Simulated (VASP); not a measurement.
# SbSe5 (P-62m) in VASP: further runs

Runs on SbSe5. Level: PBE. Tasks: single point.

All numbers are computed with VASP 6.6.1; they aren't measurements. Logs are shortened: lines on timing, memory, paths and dates and some standing lists are left out, and cuts for length are marked.

## (1) The cell of the first run

The structure is hexagonal, space group P-62m (No. 189). The conventional cell has a = 6.277 Å, b = 6.277 Å, c = 4.068 Å, α = 90.00°, β = 90.00°, γ = 120.00°. Within 3.9 Å of Sb (site symmetry -62m) lie 12 Se at 2.97 to 3.62 Å. Se (site symmetry m2m) has 10 Se at 2.90 to 3.74 Å and 2 Sb at 2.97 Å within 3.8 Å. Se (site symmetry -6) has 9 Se at 2.90 to 3.62 Å and 3 Sb at 3.62 Å within 3.8 Å.

The cell was built from a structure type or drawn by symmetry, and may not be a known phase.

## (2) Single point, PBE

The input, INCAR:

```
ALGO = Normal ; EDIFF = 1E-6
ENCUT = 500 ; GGA = PE
GGA_COMPAT = F ; ISIF = 2
ISMEAR = 0 ; LASPH = T
LCHARG = T ; LELF = T
LREAL = F ; LVHAR = T
LWAVE = F ; NBANDS = 26
NELM = 120 ; PREC = Accurate
SIGMA = 0.2
```

The input, KPOINTS:

```
k-points
0
Gamma
  3 3 3
```

The input, POSCAR:

```
SbSe5
1.0
    6.2770773088      0.0000000029      0.0000000000
   -3.1385386569      5.4361084095      0.0000000000
    0.0000000000      0.0000000000      4.0684108247
Sb Se
1 5
Direct
    0.0000000000      0.0000000000      0.0000000000
    0.3439382830      0.0000000000      0.5000000000
    0.6560617170      0.6560617170      0.5000000000
    0.0000000000      0.3439382830      0.5000000000
    0.3333333333      0.6666666667      0.0000000000
    0.6666666667      0.3333333333      0.0000000000
```

Potentials or basis: VASP PAW PBE potentials, release 64 (Sb, Se).

Started as:

```sh
$ cat potpaw_PBE.64/Sb/POTCAR potpaw_PBE.64/Se/POTCAR > POTCAR
$ mpirun -np 1 vasp_std > vasp.out
```

OUTCAR:

```text
EDIFF = 1E-6
   ENCUT = 500
   GGA = PE
   ISIF = 2
   ISMEAR = 0
   LASPH = T
   LREAL = F
   NELM = 120
   PREC = Accurate

 ion  position               nearest neighbor table
   1  0.000  0.000  0.000-   2 2.97   2 2.97   4 2.97   4 2.97   3 2.97   3 2.97
   2  0.344  0.000  0.500-   1 2.97   1 2.97
   3  0.656  0.656  0.500-   1 2.97   1 2.97
   4  0.000  0.344  0.500-   1 2.97   1 2.97
   5  0.333  0.667  0.000-
   6  0.667  0.333  0.000-

  LATTYP: Found a hexagonal cell.
 ALAT       =     6.2770773088
 C/A-ratio  =     0.6481377597

  Lattice vectors:

 A1 = (   6.2770773088,   0.0000000029,   0.0000000000)
 A2 = (  -3.1385386569,   5.4361084095,   0.0000000000)
 A3 = (   0.0000000000,   0.0000000000,   4.0684108247)

Analysis of symmetry for initial positions (statically):
=====================================================================
 Subroutine PRICEL returns:
 Original cell was already a primitive cell.

 Routine SETGRP: Setting up the symmetry group for a
 hexagonal supercell.

 Subroutine GETGRP returns: Found 12 space group operations
 (whereof 12 operations were pure point group operations)
 out of a pool of 24 trial point group operations.

The static configuration has the point symmetry D_3h.

Analysis of symmetry for dynamics (positions and initial velocities):
=====================================================================
 Subroutine PRICEL returns:
 Original cell was already a primitive cell.

 Routine SETGRP: Setting up the symmetry group for a
 hexagonal supercell.

 Subroutine GETGRP returns: Found 12 space group operations
 (whereof 12 operations were pure point group operations)
 out of a pool of 24 trial point group operations.

The dynamic configuration has the point symmetry D_3h.

 Subroutine INISYM returns: Found 12 space group operations
 (whereof 12 operations are pure point group operations),
 and found     1 'primitive' translations

----------------------------------------------------------------------------------------

                                     Primitive cell

  volume of cell :     138.8259

  direct lattice vectors                    reciprocal lattice vectors
     6.277077309  0.000000003  0.000000000     0.159309811  0.091977562  0.000000000
    -3.138538657  5.436108410  0.000000000    -0.000000000  0.183955125  0.000000000
     0.000000000  0.000000000  4.068410825     0.000000000  0.000000000  0.245796219

  length of vectors
     6.277077309  6.277077309  4.068410825     0.183955125  0.183955125  0.245796219

  position of ions in fractional coordinates (direct lattice)
     0.000000000  0.000000000  0.000000000
     0.343938283  0.000000000  0.500000000
     0.656061717  0.656061717  0.500000000
     0.000000000  0.343938283  0.500000000
     0.333333333  0.666666667  0.000000000
     0.666666667  0.333333333  0.000000000

  ion indices of the primitive-cell ions
   primitive index   ion index
                 1           1
                 2           2
                 3           3
                 4           4
                 5           5
                 6           6

----------------------------------------------------------------------------------------

 KPOINTS: k-points

Automatic generation of k-mesh.
 Grid dimensions read from file:
 generate k-points for:    3    3    3

 Generating k-lattice:

  Cartesian coordinates                     Fractional coordinates (reciprocal lattice)
     0.053103270  0.030659187  0.000000000     0.333333333  0.000000000  0.000000000
    -0.000000000  0.061318375  0.000000000     0.000000000  0.333333333  0.000000000
     0.000000000  0.000000000  0.081932073     0.000000000  0.000000000  0.333333333

  Length of vectors
     0.061318375  0.061318375  0.081932073

  Shift w.r.t. Gamma in fractional coordinates (k-lattice)
     0.000000000  0.000000000  0.000000000

 Subroutine IBZKPT returns following result:
 ===========================================

 Found      6 irreducible k-points:

 Following reciprocal coordinates:
            Coordinates               Weight
  0.000000  0.000000  0.000000      1.000000
  0.333333  0.000000  0.000000      6.000000
  0.333333  0.333333  0.000000      2.000000
  0.000000  0.000000  0.333333      2.000000
  0.333333  0.000000  0.333333     12.000000
  0.333333  0.333333  0.333333      4.000000
   k-points           NKPTS =      6   k-points in BZ     NKDIM =      6   number of bands    NBANDS=     26
   number of dos      NEDOS =    301   number of ions     NIONS =      6
   total plane-waves  NPLWV =  69120
   dimension x,y,z NGX =    48 NGY =   48 NGZ =   30
   dimension x,y,z NGXF=    96 NGYF=   96 NGZF=   60
   ions per type =               1   5
   NGX,Y,Z   is equivalent  to a cutoff of  12.71, 12.71, 12.26 a.u.
   NGXF,Y,Z  is equivalent  to a cutoff of  25.43, 25.43, 24.52 a.u.
 SYSTEM =  unknown system
   PREC   = accura    normal or accurate (medium, high low for compatibility)
   ISTART =      0    job   : 0-new  1-cont  2-samecut
   ICHARG =      2    charge: 1-file 2-atom 10-const
   ISPIN  =      1    spin polarized calculation?
   LNONCOLLINEAR =      F non collinear calculations
   LSORBIT =      F    spin-orbit coupling
   LASPH  =      T    aspherical Exc in radial PAW
   ENCUT  =  500.0 eV  36.75 Ry    6.06 a.u.  11.44 11.44  7.42*2*pi/ulx,y,z
   NELM   =    120;   NELMIN=  2; NELMDL= -5     # of ELM steps
   EDIFF  = 0.1E-05   stopping-criterion for ELM
   LREAL  =      F    real-space projection
   EDIFFG = 0.1E-04   stopping-criterion for IOM
   NSW    =      0    number of steps for IOM
   IBRION =     -1    ionic relax: 0-MD 1-quasi-New 2-CG
   NFREE  =      0    steps in history (QN), initial steepest desc. (CG)
   ISIF   =      2    stress and relaxation
   ISYM   =      2    0-nonsym 1-usesym 2-fastsym
   POTIM  = 0.5000    time-step for ionic-motion
   TEBEG  =    0.0;   TEEND  =   0.0 temperature during run
   PSTRESS=    0.0 pullay stress
   NELECT =      35.0000    total number of electrons
   NUPDOWN=      -1.0000    fix difference up-down
   EMIN   =  10.00;   EMAX   =-10.00  energy-range for DOS
   EFERMI =   0.00;   METHOD = LEGACY
   ISMEAR =     0;   SIGMA  =   0.20  broadening in eV -4-tet -1-fermi 0-gaus
   EFERMI_NEDOS =   21; number of points for ismear=-14 and -15
   IALGO  =     38    algorithm
   IMIX   =      4    mixing-type and parameters
     AMIX     =   0.40;   BMIX     =  1.00
     AMIX_MAG =   1.60;   BMIX_MAG =  1.00
  volume/ion in A,a.u.               =      23.14       156.14
  Fermi-wavevector in a.u.,A,eV,Ry     =   1.034207  1.954367 14.552569  1.069584
  Thomas-Fermi vector in A             =   2.168491
   LORBIT       =      0    0 simple, 1 ext, 2 COOP (PROOUT), +10 PAW based schemes
   GGA     = PE    functional components
   LHFCALC =     F    Hartree Fock is set to
   AEXX    =    0.0000 exact exchange contribution
   IVDW    =     0    specifies the selected vdW correction
   LEPSILON=     F    determine dielectric tensor
   LRPA    =     F    only Hartree local field effects (RPA)
 non-spin polarized calculation
 Gauss-broadening in eV      SIGMA  =   0.20
  energy-cutoff  :      500.00
  volume of cell :      138.83
 maximum number of plane-waves:      3555
 NGX is ok and might be reduce to    48
   NGX = 23   NGY = 23   NGZ = 15

 number of electron      35.0000001 magnetization

 Free energy of the ion-electron system (eV)
  ---------------------------------------------------
  ext. energy  EPLUGINS =         0.00000000
  ---------------------------------------------------
  free energy    TOTEN  =       -19.79918875 eV

  energy without entropy =      -19.73798444  energy(sigma->0) =      -19.76858660

 E-fermi :   5.3374     XC(G=0): -10.0608

 val. band max:        5.0899811663   @ k =   0.3333   0.0000   0.0000
 cond. band min:       5.3644191344   @ k =   0.3333   0.3333   0.3333
 fundamental gap:      0.2744379681
 Fermi energy:         5.3374356951

 k-point     1 :       0.0000    0.0000    0.0000
  band No.  band energies     occupation
      1     -10.1754      2.00000
      2      -7.6650      2.00000
      3      -7.5953      2.00000
      4      -7.5953      2.00000
      5      -6.1527      2.00000
      6      -3.2668      2.00000
      7      -0.1748      2.00000
      8      -0.1748      2.00000
      9       0.3042      2.00000
     10       3.3582      2.00000
     11       3.3869      2.00000
     12       3.3869      2.00000
     13       3.4127      2.00000
     14       3.4511      2.00000
     15       3.4511      2.00000
     16       4.0322      2.00000
     17       4.0322      2.00000
     18       4.4519      2.00000
     19       4.8352      1.99962
     20       6.2100      0.00000
     21       6.2100      0.00000
     22       7.2629      0.00000
     23       7.2629      0.00000
     24       9.4841      0.00000
     25       9.6756      0.00000
     26      11.6412      0.00000

 k-point     2 :       0.3333    0.0000    0.0000
  band No.  band energies     occupation
      1      -9.8048      2.00000
      2      -8.7304      2.00000
      3      -7.9726      2.00000
      4      -6.7467      2.00000
      5      -5.9327      2.00000
      6      -3.3444      2.00000
      7       0.7076      2.00000
      8       0.7401      2.00000
      9       0.8515      2.00000
     10       1.9863      2.00000
     11       2.2967      2.00000
     12       2.5517      2.00000
     13       2.7337      2.00000
     14       2.7681      2.00000
     15       3.0013      2.00000
     16       4.3993      2.00000
     17       4.6346      2.00000
     18       5.0900      1.91984
     19       5.7737      0.00204
     20       6.0621      0.00000
     21       6.6708      0.00000
     22       7.6109      0.00000
     23       7.7417      0.00000
     24       8.2589      0.00000
     25      10.0486      0.00000
     26      11.2005      0.00000

 k-point     3 :       0.3333    0.3333    0.0000
  band No.  band energies     occupation
      1      -9.2536      2.00000
      2      -9.2536      2.00000
      3      -8.4084      2.00000
      4      -6.1163      2.00000
      5      -6.1163      2.00000
      6      -3.4025      2.00000
      7       1.4127      2.00000
      8       1.4127      2.00000
      9       1.4307      2.00000
     10       1.4307      2.00000
     11       1.8302      2.00000
     12       2.1179      2.00000
     13       2.2197      2.00000
     14       2.5884      2.00000
     15       2.5884      2.00000
     16       4.8024      1.99985
     17       4.8024      1.99985
     18       5.0178      1.97618
     19       5.7964      0.00117
     20       5.7964      0.00117
     21       7.1807      0.00000
     22       7.2943      0.00000
     23       8.1563      0.00000
     24       8.1563      0.00000
     25      10.1201      0.00000
     26      10.1872      0.00000

 k-point     4 :       0.0000    0.0000    0.3333
  band No.  band energies     occupation
      1      -9.3548      2.00000
      2      -7.3891      2.00000
      3      -7.3078      2.00000
      4      -7.3078      2.00000
      5      -7.2379      2.00000
      6      -3.9268      2.00000
      7       0.0212      2.00000
      8       0.1000      2.00000
      9       0.1000      2.00000
     10       0.6361      2.00000
     11       0.8038      2.00000
     12       0.8038      2.00000
     13       3.0245      2.00000
     14       3.4763      2.00000
     15       3.4763      2.00000
     16       4.5568      2.00000
     17       4.5568      2.00000
     18       6.1071      0.00000
     19       6.1071      0.00000
     20       6.7172      0.00000
     21       7.5478      0.00000
     22       8.2622      0.00000
     23       8.2622      0.00000
     24       8.9653      0.00000
     25      12.0045      0.00000
     26      13.3020      0.00000

 k-point     5 :       0.3333    0.0000    0.3333
  band No.  band energies     occupation
      1      -9.0215      2.00000
      2      -8.1163      2.00000
      3      -7.5839      2.00000
      4      -7.0503      2.00000
      5      -6.9622      2.00000
      6      -3.9915      2.00000
      7      -0.5986      2.00000
      8      -0.1463      2.00000
      9       0.5071      2.00000
     10       1.1544      2.00000
     11       1.3370      2.00000
     12       2.1653      2.00000
     13       2.2898      2.00000
     14       3.3586      2.00000
     15       3.9987      2.00000
     16       4.5138      2.00000
     17       4.7622      1.99995
     18       5.4644      0.36922
     19       5.7659      0.00245
     20       6.1840      0.00000
     21       6.8168      0.00000
     22       8.0199      0.00000
     23       8.2154      0.00000
     24       8.8119      0.00000
     25      12.3016      0.00000
     26      12.4548      0.00000

 k-point     6 :       0.3333    0.3333    0.3333
  band No.  band energies     occupation
      1      -8.5428      2.00000
      2      -8.5428      2.00000
      3      -7.8893      2.00000
      4      -6.9168      2.00000
      5      -6.9168      2.00000
      6      -4.0015      2.00000
      7      -0.2386      2.00000
      8      -0.2386      2.00000
      9      -0.0283      2.00000
     10       1.5008      2.00000
     11       1.5008      2.00000
     12       2.0713      2.00000
     13       3.0743      2.00000
     14       3.4463      2.00000
     15       3.4463      2.00000
     16       5.0512      1.95702
     17       5.0512      1.95702
     18       5.3644      0.84868
     19       5.8235      0.00059
     20       6.1499      0.00000
     21       6.1499      0.00000
     22       7.7121      0.00000
     23       7.7121      0.00000
     24       8.3464      0.00000
     25      11.4661      0.00000
     26      11.4661      0.00000

------------------------ aborting loop because EDIFF is reached ----------------------------------------

  FORCE on cell =-STRESS in cart. coord.  units (eV):
  Direction    XX          YY          ZZ          XY          YZ          ZX
  --------------------------------------------------------------------------------------
  -------------------------------------------------------------------------------------
  Total       -0.0957076     -0.0957076     -0.1900469     -0.0000000      0.0000000      0.0000000
  in kB       -1.1045532     -1.1045532     -2.1933148     -0.0000000      0.0000000      0.0000000
  external PRESSURE =      -1.4674737 kB  Pullay stress =       0.0000000 kB

 VOLUME and BASIS-vectors are now :
 -----------------------------------------------------------------------------
  energy-cutoff  :      500.00
  volume of cell :      138.83
      direct lattice vectors                 reciprocal lattice vectors
     6.277077309  0.000000003  0.000000000     0.159309811  0.091977562  0.000000000
    -3.138538657  5.436108410  0.000000000    -0.000000000  0.183955125  0.000000000
     0.000000000  0.000000000  4.068410825     0.000000000  0.000000000  0.245796219

 POSITION                                       TOTAL-FORCE (eV/Angst)
 -----------------------------------------------------------------------------------
      0.00000      0.00000      0.00000         0.000000      0.000000      0.000000
      2.15893      0.00000      2.03421        -0.015160     -0.000000      0.000000
      2.05908      3.56642      2.03421         0.007580      0.013129     -0.000000
     -1.07946      1.86969      2.03421         0.007580     -0.013129      0.000000
     -0.00000      3.62407      0.00000         0.000000      0.000000      0.000000
      3.13854      1.81204      0.00000         0.000000      0.000000      0.000000
 -----------------------------------------------------------------------------------
    total drift:                                0.000000      0.000000     -0.000000

  FREE ENERGIE OF THE ION-ELECTRON SYSTEM (eV)
  ---------------------------------------------------
  free  energy   TOTEN  =       -19.7991887549 eV

  energy  without entropy=      -19.7379844408  energy(sigma->0) =      -19.76858660
```

Run time: 13 s. Hardware: 1 thread of AMD EPYC 9R45 (Zen 5), shared host; peak memory 0.21 GiB.

Results:

```yaml
Free_energy: -19.7992 eV
Pressure: -0.1 GPa
Largest_force: 0.015 eV/Å
Band_gap_on_the_k_mesh: zero (an odd number of electrons rules out a gap without spin polarisation)
```

Forces in eV/Å, atoms in the order of the input:
```
Sb   0.000  0.000  0.000
Se  -0.015  0.000  0.000
Se   0.008  0.013  0.000
Se   0.008 -0.013  0.000
Se   0.000  0.000  0.000
Se   0.000  0.000  0.000
```

Stress tensor (GPa, compression positive):
```
-0.11  0.00  0.00
 0.00 -0.11  0.00
 0.00  0.00 -0.22
```

Caveat: the k points lie up to 0.51 Å⁻¹ apart, too coarse for converged energies and pressures of a metal; spin-orbit coupling is left out, which moves the levels of the heavy elements.

## (3) Single point, PBE

This run uses another cell than the first one, of 23.08 Å³/atom.

The input, INCAR:

```
SYSTEM = SbSe5
PREC = Accurate
ENCUT = 500
EDIFF = 1E-6
ISMEAR = 0
SIGMA = 0.2
LREAL = .False.
LASPH = .True.
NELM = 120
ALGO = Normal
ISIF = 2
LWAVE = .False.
LCHARG = .True.
GGA = PE
LELF = .True.
LVHAR = .True.
NBANDS = 26
GGA_COMPAT = .False.
```

The input, KPOINTS:

```
regular mesh
0
Gamma
  3 3 3
  0 0 0
```

The input, POSCAR:

```
SbSe5
1.0
    6.2693086354      0.0000000031      0.0000000000
   -3.1346543204      5.4293805409      0.0000000000
    0.0000000000      0.0000000000      4.0682313868
Sb Se
1 5
Direct
    0.0000000000      0.0000000000      0.5000000000
    0.6564913014      0.0000000000      0.0000000000
    0.3435086986      0.3435086986      0.0000000000
    0.0000000000      0.6564913014      0.0000000000
    0.6666666667      0.3333333333      0.5000000000
    0.3333333333      0.6666666667      0.5000000000
```

Potentials or basis: VASP PAW PBE potentials, release 64 (Sb, Se).

Started as:

```sh
$ cat potpaw_PBE.64/Sb/POTCAR potpaw_PBE.64/Se/POTCAR > POTCAR
$ mpirun -np 1 vasp_std > vasp.out
```

Run time: 13 s. Hardware: 1 thread of AMD EPYC 9R45 (Zen 5), shared host; peak memory 0.21 GiB.

The run converged. Its results:

* Free energy: -19.7993 eV
* Pressure: 0.0 GPa
* Largest force: 0.004 eV/Å
* Band gap on the k mesh: zero (an odd number of electrons rules out a gap without spin polarisation)

Forces on the atoms (eV/Å):
```
Sb   0.000  0.000  0.000
Se   0.004  0.000  0.000
Se  -0.002 -0.003  0.000
Se  -0.002  0.003  0.000
Se   0.000  0.000  0.000
Se   0.000  0.000  0.000
```

Stress tensor (GPa, compression positive):
```
 0.05  0.00  0.00
 0.00  0.05  0.00
 0.00  0.00 -0.11
```

Levels at points of the mesh, in eV from the Fermi level:
```tsv
k point	band 14	band 15	band 16	band 17	band 18	band 19	band 20	band 21
(0.00, 0.00, 0.00)	-1.89	-1.89	-1.30	-1.30	-0.89	-0.52	0.86	0.86
```

Caveat: the k points lie up to 0.51 Å⁻¹ apart, too coarse for converged energies and pressures of a metal; spin-orbit coupling is left out, which moves the levels of the heavy elements.
